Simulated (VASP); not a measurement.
# NaH (P4/mmm) in VASP: further runs, part 2 of 2

VASP 6.6.1. Earlier steps stand in the parts before.

## Step 3: Single point, PBE (strain -0.025 along x and y, +0.050 along z)

INCAR

```
  PREC = Accurate
  ENCUT = 520
  EDIFF = 1E-7
  ISMEAR = 0
  SIGMA = 0.05
  LREAL = False
  LASPH = True
  NELM = 100
  ALGO = Normal
  ISIF = 2
  LWAVE = False
  LCHARG = False
  GGA = PE
  NBANDS = 11
```

KPOINTS

```
regular mesh
0
Gamma
  10 10 10
```

POSCAR

```
NaH
1.0
    2.8812459000      0.0000000000      0.0000000000
    0.0000000000      2.8812459000      0.0000000000
    0.0000000000      0.0000000000      3.1028802000
Na H
1 1
Direct
    0.0000000000      0.0000000000      0.0000000000
    0.5000000000      0.5000000000      0.5000000000
```

Potentials or basis: VASP PAW PBE potentials, release 64 (Na_pv, H).

Started as:

```
$ cat potpaw_PBE.64/Na_pv/POTCAR potpaw_PBE.64/H/POTCAR > POTCAR
$ mpirun -np 1 vasp_std > vasp.out
```

OUTCAR:

```text
PREC = Accurate
   ENCUT = 520
   EDIFF = 1E-7
   ISMEAR = 0
   LREAL = False
   LASPH = True
   NELM = 100
   ISIF = 2
   GGA = PE

 ion  position               nearest neighbor table
   1  0.000  0.000  0.000-
   2  0.500  0.500  0.500-

  LATTYP: Found a simple tetragonal cell.
 ALAT       =     2.8812459000
 C/A-ratio  =     1.0769230769

  Lattice vectors:

 A1 = (   2.8812459000,   0.0000000000,   0.0000000000)
 A2 = (   0.0000000000,   2.8812459000,   0.0000000000)
 A3 = (   0.0000000000,   0.0000000000,   3.1028802000)

Analysis of symmetry for initial positions (statically):
=====================================================================
 Subroutine PRICEL returns:
 Original cell was already a primitive cell.

 Routine SETGRP: Setting up the symmetry group for a
 simple tetragonal supercell.

 Subroutine GETGRP returns: Found 16 space group operations
 (whereof 16 operations were pure point group operations)
 out of a pool of 16 trial point group operations.

The static configuration has the point symmetry D_4h.

Analysis of symmetry for dynamics (positions and initial velocities):
=====================================================================
 Subroutine PRICEL returns:
 Original cell was already a primitive cell.

 Routine SETGRP: Setting up the symmetry group for a
 simple tetragonal supercell.

 Subroutine GETGRP returns: Found 16 space group operations
 (whereof 16 operations were pure point group operations)
 out of a pool of 16 trial point group operations.

The dynamic configuration has the point symmetry D_4h.

 Subroutine INISYM returns: Found 16 space group operations
 (whereof 16 operations are pure point group operations),
 and found     1 'primitive' translations

----------------------------------------------------------------------------------------

                                     Primitive cell

  volume of cell :      25.7588

  direct lattice vectors                    reciprocal lattice vectors
     2.881245900  0.000000000  0.000000000     0.347072077  0.000000000  0.000000000
     0.000000000  2.881245900  0.000000000     0.000000000  0.347072077  0.000000000
     0.000000000  0.000000000  3.102880200     0.000000000  0.000000000  0.322281215

  length of vectors
     2.881245900  2.881245900  3.102880200     0.347072077  0.347072077  0.322281215

  position of ions in fractional coordinates (direct lattice)
     0.000000000  0.000000000  0.000000000
     0.500000000  0.500000000  0.500000000

  ion indices of the primitive-cell ions
   primitive index   ion index
                 1           1
                 2           2

----------------------------------------------------------------------------------------

 KPOINTS: regular mesh

Automatic generation of k-mesh.
 Grid dimensions read from file:
 generate k-points for:   10   10   10

 Generating k-lattice:

  Cartesian coordinates                     Fractional coordinates (reciprocal lattice)
     0.034707208  0.000000000  0.000000000     0.100000000  0.000000000  0.000000000
     0.000000000  0.034707208  0.000000000     0.000000000  0.100000000  0.000000000
     0.000000000  0.000000000  0.032228121     0.000000000  0.000000000  0.100000000

  Length of vectors
     0.034707208  0.034707208  0.032228121

  Shift w.r.t. Gamma in fractional coordinates (k-lattice)
     0.000000000  0.000000000  0.000000000

 Subroutine IBZKPT returns following result:
 ===========================================

 Found    126 irreducible k-points:

 Following reciprocal coordinates:
            Coordinates               Weight
  0.000000  0.000000  0.000000      1.000000
  0.100000  0.000000  0.000000      4.000000
  0.200000  0.000000  0.000000      4.000000
  0.300000  0.000000  0.000000      4.000000
  0.400000  0.000000  0.000000      4.000000
  0.500000  0.000000  0.000000      2.000000
[... 16 lines left out ...]
  0.100000  0.000000  0.100000      8.000000
  0.200000  0.000000  0.100000      8.000000
 [... further k-points ...]
   k-points           NKPTS =    126   k-points in BZ     NKDIM =    126   number of bands    NBANDS=     11
   number of dos      NEDOS =    301   number of ions     NIONS =      2
   total plane-waves  NPLWV =  13824
   dimension x,y,z NGX =    24 NGY =   24 NGZ =   24
   dimension x,y,z NGXF=    48 NGYF=   48 NGZF=   48
   ions per type =               1   1
   NGX,Y,Z   is equivalent  to a cutoff of  13.85, 13.85, 12.86 a.u.
   NGXF,Y,Z  is equivalent  to a cutoff of  27.70, 27.70, 25.72 a.u.
 SYSTEM =  unknown system
   PREC   = accura    normal or accurate (medium, high low for compatibility)
   ISTART =      0    job   : 0-new  1-cont  2-samecut
   ICHARG =      2    charge: 1-file 2-atom 10-const
   ISPIN  =      1    spin polarized calculation?
   LNONCOLLINEAR =      F non collinear calculations
   LSORBIT =      F    spin-orbit coupling
   LASPH  =      T    aspherical Exc in radial PAW
   ENCUT  =  520.0 eV  38.22 Ry    6.18 a.u.   5.36  5.36  5.77*2*pi/ulx,y,z
   NELM   =    100;   NELMIN=  2; NELMDL= -5     # of ELM steps
   EDIFF  = 0.1E-06   stopping-criterion for ELM
   LREAL  =      F    real-space projection
   EDIFFG = 0.1E-05   stopping-criterion for IOM
   NSW    =      0    number of steps for IOM
   IBRION =     -1    ionic relax: 0-MD 1-quasi-New 2-CG
   NFREE  =      0    steps in history (QN), initial steepest desc. (CG)
   ISIF   =      2    stress and relaxation
   ISYM   =      2    0-nonsym 1-usesym 2-fastsym
   POTIM  = 0.5000    time-step for ionic-motion
   TEBEG  =    0.0;   TEEND  =   0.0 temperature during run
   PSTRESS=    0.0 pullay stress
   NELECT =       8.0000    total number of electrons
   NUPDOWN=      -1.0000    fix difference up-down
   EMIN   =  10.00;   EMAX   =-10.00  energy-range for DOS
   EFERMI =   0.00;   METHOD = LEGACY
   ISMEAR =     0;   SIGMA  =   0.05  broadening in eV -4-tet -1-fermi 0-gaus
   EFERMI_NEDOS =   21; number of points for ismear=-14 and -15
   IALGO  =     38    algorithm
   IMIX   =      4    mixing-type and parameters
     AMIX     =   0.40;   BMIX     =  1.00
     AMIX_MAG =   1.60;   BMIX_MAG =  1.00
  volume/ion in A,a.u.               =      12.88        86.91
  Fermi-wavevector in a.u.,A,eV,Ry     =   1.108655  2.095053 16.723126  1.229115
  Thomas-Fermi vector in A             =   2.245184
   LORBIT       =      0    0 simple, 1 ext, 2 COOP (PROOUT), +10 PAW based schemes
   GGA     = PE    functional components
   LHFCALC =     F    Hartree Fock is set to
   AEXX    =    0.0000 exact exchange contribution
   IVDW    =     0    specifies the selected vdW correction
   LEPSILON=     F    determine dielectric tensor
   LRPA    =     F    only Hartree local field effects (RPA)
 non-spin polarized calculation
 Gauss-broadening in eV      SIGMA  =   0.05
  energy-cutoff  :      520.00
  volume of cell :       25.76
 maximum number of plane-waves:       712
 NGX is ok and might be reduce to    24
   NGX = 11   NGY = 11   NGZ = 11

 number of electron       8.0000009 magnetization

 Free energy of the ion-electron system (eV)
  ---------------------------------------------------
  ext. energy  EPLUGINS =         0.00000000
  ---------------------------------------------------
  free energy    TOTEN  =        -4.73888492 eV

  energy without entropy =       -4.73888492  energy(sigma->0) =       -4.73888492

 E-fermi :   1.6486     XC(G=0):  -8.1674

 val. band max:        1.3545696182   @ k =   0.5000   0.5000   0.5000
 cond. band min:       1.8765345664   @ k =   0.0000   0.0000   0.5000
 fundamental gap:      0.5219649482
 Fermi energy:         1.6485657972

 k-point     1 :       0.0000    0.0000    0.0000
  band No.  band energies     occupation
      1     -23.2782      2.00000
      2     -23.2728      2.00000
      3     -23.2728      2.00000
      4      -4.6089      2.00000
      5       9.5560      0.00000
      6      12.1079      0.00000
      7      12.2399      0.00000
      8      12.9405      0.00000
      9      14.6741      0.00000
     10      14.6741      0.00000
     11      26.3969      0.00000
[... 309 lines left out ...]
 k-point    24 :       0.2000    0.0000    0.1000
  band No.  band energies     occupation
      1     -23.3470      2.00000
      2     -23.2819      2.00000
      3     -23.2654      2.00000
      4      -3.8269      2.00000
      5       7.3295      0.00000
      6       9.1342      0.00000
      7      12.8510      0.00000
      8      14.9323      0.00000
      9      15.2784      0.00000
     10      20.2769      0.00000
     11      20.6083      0.00000

 [... further k-points ...]

------------------------ aborting loop because EDIFF is reached ----------------------------------------

  FORCE on cell =-STRESS in cart. coord.  units (eV):
  Direction    XX          YY          ZZ          XY          YZ          ZX
  --------------------------------------------------------------------------------------
  -------------------------------------------------------------------------------------
  Total        0.5008308      0.5008308     -0.8600583      0.0000000     -0.0000000      0.0000000
  in kB       31.1512859     31.1512859    -53.4949555      0.0000000     -0.0000000      0.0000000
  external PRESSURE =       2.9358721 kB  Pullay stress =       0.0000000 kB

 VOLUME and BASIS-vectors are now :
 -----------------------------------------------------------------------------
  energy-cutoff  :      520.00
  volume of cell :       25.76
      direct lattice vectors                 reciprocal lattice vectors
     2.881245900  0.000000000  0.000000000     0.347072077  0.000000000  0.000000000
     0.000000000  2.881245900  0.000000000     0.000000000  0.347072077  0.000000000
     0.000000000  0.000000000  3.102880200     0.000000000  0.000000000  0.322281215

 POSITION                                       TOTAL-FORCE (eV/Angst)
 -----------------------------------------------------------------------------------
      0.00000      0.00000      0.00000         0.000000      0.000000      0.000000
      1.44062      1.44062      1.55144         0.000000      0.000000      0.000000
 -----------------------------------------------------------------------------------
    total drift:                                0.000000      0.000000      0.000000

  FREE ENERGIE OF THE ION-ELECTRON SYSTEM (eV)
  ---------------------------------------------------
  free  energy   TOTEN  =        -4.7388849182 eV

  energy  without entropy=       -4.7388849182  energy(sigma->0) =       -4.73888492
```

OSZICAR:

```text
N       E                     dE             d eps       ncg     rms          rms(c)
DAV:   1     0.368834952534E+02    0.36883E+02   -0.45199E+03  2796   0.764E+02
DAV:   2    -0.396921317935E+01   -0.40853E+02   -0.40126E+02  2876   0.195E+02
DAV:   3    -0.520021967305E+01   -0.12310E+01   -0.12298E+01  3267   0.324E+01
DAV:   4    -0.520754406869E+01   -0.73244E-02   -0.73237E-02  3167   0.251E+00
DAV:   5    -0.520760159725E+01   -0.57529E-04   -0.57528E-04  3171   0.226E-01    0.311E+00
DAV:   6    -0.484896610929E+01    0.35864E+00   -0.35496E-01  3152   0.321E+00    0.146E+00
DAV:   7    -0.473653423751E+01    0.11243E+00   -0.38609E-01  3092   0.249E+00    0.381E-01
DAV:   8    -0.473918759805E+01   -0.26534E-02   -0.94552E-03  3081   0.109E+00    0.763E-02
DAV:   9    -0.473890734227E+01    0.28026E-03   -0.18726E-03  3194   0.430E-01    0.286E-02
DAV:  10    -0.473888389889E+01    0.23443E-04   -0.10901E-04  3153   0.583E-02    0.300E-03
DAV:  11    -0.473888486283E+01   -0.96394E-06   -0.15683E-06  3159   0.826E-03    0.194E-03
DAV:  12    -0.473888491818E+01   -0.55351E-07   -0.12160E-07  3078   0.268E-03
   1 F= -.47388849E+01 E0= -.47388849E+01  d E =-.264438E-13
```

stdout:

```text
POSCAR found type information on POSCAR NaH
 POSCAR found :  2 types and       2 ions
 scaLAPACK will be used
 LDA part: xc-table for (Slater+PW92), standard interpolation
 POSCAR, INCAR and KPOINTS ok, starting setup
 FFT: planning ... GRIDC
 FFT: planning ... GRID_SOFT
 FFT: planning ... GRID
 WAVECAR not read
 entering main loop
```

It took 16 s on 1 thread of Intel Xeon Platinum 8259CL at 2.50GHz (Skylake/Cascade Lake), shared host; peak memory 0.15 GiB.

Results:

| Quantity | Value |
| --- | --- |
| Free energy | -4.7389 eV |
| Pressure | 0.3 GPa |
| Band gap on the k mesh | 0.52 eV, indirect (least direct gap 4.26 eV) |

Stress tensor (GPa, compression positive):
```
 3.12  0.00  0.00
 0.00  3.12  0.00
 0.00  0.00 -5.35
```

Levels at points of the mesh, in eV from the valence-band top:
| k point | band 1 | band 2 | band 3 | band 4 | band 5 | band 6 | band 7 | band 8 |
| --- | --- | --- | --- | --- | --- | --- | --- | --- |
| (0.00, 0.00, 0.00) | -24.63 | -24.63 | -24.63 | -5.96 | 8.20 | 10.75 | 10.89 | 11.59 |
| (0.50, 0.00, 0.00) | -24.84 | -24.61 | -24.61 | -3.28 | 1.23 | 10.47 | 13.12 | 14.04 |
| (0.50, 0.50, 0.00) | -24.81 | -24.81 | -24.59 | -1.48 | 4.66 | 4.66 | 7.25 | 13.55 |
| (0.00, 0.00, 0.50) | -24.75 | -24.62 | -24.62 | -3.74 | 0.52 | 11.30 | 14.27 | 15.10 |
| (0.50, 0.00, 0.50) | -24.82 | -24.72 | -24.60 | -1.88 | 3.96 | 4.14 | 6.56 | 15.25 |
| (0.50, 0.50, 0.50) | -24.79 | -24.79 | -24.69 | 0.00 | 6.67 | 7.00 | 7.00 | 9.05 |

Caveat: the cell differs from its parent crystal (strain -0.025 along x and y, +0.050 along z). A k mesh can miss the band edges.

## Step 4: Single point, PBE (strain +0.025 along x and y, -0.050 along z)

INCAR

```
ALGO = Normal
EDIFF = 1E-7
ENCUT = 520
GGA = PE
ISIF = 2
ISMEAR = 0
LASPH = True
LCHARG = True
LELF = True
LREAL = False
LVHAR = True
LWAVE = False
NBANDS = 11
NELM = 100
PREC = Accurate
SIGMA = 0.05
```

KPOINTS

```
k-points
0
Gamma
  10 10 10
```

POSCAR

```
NaH
1.0
    3.0290021000      0.0000000000      0.0000000000
    0.0000000000      3.0290021000      0.0000000000
    0.0000000000      0.0000000000      2.8073678000
Na H
1 1
Direct
    0.0000000000      0.0000000000      0.0000000000
    0.5000000000      0.5000000000      0.5000000000
```

Started as:

```
$ cat potpaw_PBE.64/Na_pv/POTCAR potpaw_PBE.64/H/POTCAR > POTCAR
$ mpirun -np 1 vasp_std > vasp.out
```

Run time: 16 s. Hardware: 1 thread of Intel Xeon Platinum 8259CL at 2.50GHz (Skylake/Cascade Lake), shared host; peak memory 0.15 GiB.

The run converged. Its results:

- Free energy: -4.7373 eV
- Pressure: 0.3 GPa
- Band gap on the k mesh: 0.75 eV, indirect (least direct gap 4.35 eV)

Stress tensor (GPa, compression positive):
```
-2.57  0.00  0.00
 0.00 -2.57  0.00
 0.00  0.00  6.05
```

Levels at points of the mesh, in eV from the valence-band top:
```csv
k point,band 1,band 2,band 3,band 4,band 5,band 6,band 7,band 8
"(0.00, 0.00, 0.00)",-24.64,-24.64,-24.62,-5.97,8.34,10.26,11.64,11.64
"(0.50, 0.00, 0.00)",-24.78,-24.63,-24.61,-3.60,0.75,10.85,13.59,14.11
"(0.50, 0.50, 0.00)",-24.76,-24.76,-24.60,-2.05,3.82,3.82,6.33,15.87
"(0.00, 0.00, 0.50)",-24.89,-24.61,-24.61,-3.09,1.48,10.50,13.97,13.97
"(0.50, 0.00, 0.50)",-24.86,-24.74,-24.60,-1.59,4.40,4.54,7.02,14.10
"(0.50, 0.50, 0.50)",-24.84,-24.72,-24.72,0.00,6.79,6.79,7.08,9.01
```

Caveat: the cell differs from its parent crystal (strain +0.025 along x and y, -0.050 along z).

## Step 5: Summary

| cell | gap on the mesh (eV) | pressure (GPa) |
| --- | --- | --- |
| a = 2.881, b = 2.881, c = 3.029 Å, 2 atoms | 0.69 | 0.9 |
| a = 2.881, b = 2.881, c = 3.103 Å, 2 atoms | 0.52 | 0.3 |
| a = 3.029, b = 3.029, c = 2.807 Å, 2 atoms | 0.75 | 0.3 |

Alike in all rows: task single point; level PBE; potentials or basis VASP PAW PBE potentials, release 64 (Na_pv, H); no spin polarisation; k mesh 10 × 10 × 10; cutoff (eV) 520; smearing gaussian 0.05 eV.

Absolute energies hang on the potentials; compare differences alone.
